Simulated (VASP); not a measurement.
Crystal: BF.

```xyz
2
Lattice="0.0000 2.0767 2.0767 2.0767 0.0000 2.0767 2.0767 2.0767 0.0000" Properties=species:S:1:pos:R:3 pbc="T T T"
F     0.0000    0.0000    0.0000
B     2.0767    2.0767    2.0767
```

Base run:

* Program: VASP 6.6.1
* Functional: RPBE
* Potentials or basis: VASP PAW PBE potentials, release 64 (F, B)
* Cutoff: 600 eV
* k mesh: 7 × 7 × 7
* Occupations: methfessel-paxton, width 0.0519 eV
* Spin: no spin polarisation

Its results: band gap on the k mesh 0.10 eV; pressure 36.7 GPa.

**Question.** The run is repeated on the same cell with these changes: functional from RPBE to PBE. What comes out?

**Answer.** Band gap on the k mesh 0.13 eV; pressure 31.7 GPa.

PBE binds more tightly than RPBE, so the same cell stands under less pressure.

Caveats: the cell stands under pressure; an odd mesh through Γ misses points on the zone boundary, where band edges can lie; the PAW data sets were made with another functional, which shifts forces and pressure a little (at least some runs).
